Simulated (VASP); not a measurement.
A run of VASP 6.6.1 is set up as follows.

INCAR

```
ALGO = Normal
DIPOL = 0.5 0.5 0.374
EDIFF = 1E-6
ENCUT = 520
GGA = PE
IDIPOL = 3
ISIF = 2
ISMEAR = 0
IVDW = 12
LASPH = T
LCHARG = F
LDIPOL = T
LREAL = F
LWAVE = F
NBANDS = 16
NELM = 100
PREC = Accurate
SIGMA = 0.1
```

Contents of KPOINTS:

```
k-points
0
Gamma
  9 9 1
```

Contents of POSCAR:

```
Si
1.0
    3.8475254730      0.0000000000      0.0000000000
   -1.9237627365      3.3320548013      0.0000000000
    0.0000000000      0.0000000000     18.4415958255
Si
4
Direct
    0.3333333333      0.6666666667      0.2695427207
    0.6666666667      0.3333333333      0.2440135899
    0.0000000000      1.0000000000      0.5038390340
    0.3333333333      0.6666666667      0.4783099031
```

Potentials or basis: VASP PAW PBE potentials, release 64 (Si).

Launch:

```console
$ cat potpaw_PBE.64/Si/POTCAR > POTCAR
$ mpirun -np 1 vasp_std > vasp.out
```

Problem. Estimate the dispersion energy per atom.

Solution. -0.246 eV.

Problem. Predict the band gap on the k mesh.

Solution. Zero (filled and empty bands touch).

Problem. What does it give for the largest force?

Solution. 0.291 eV/Å.

Forces on the atoms (eV/Å):
```
Si   0.000  0.000  0.291
Si   0.000  0.000  0.020
Si   0.000  0.000 -0.020
Si   0.000  0.000 -0.291
```
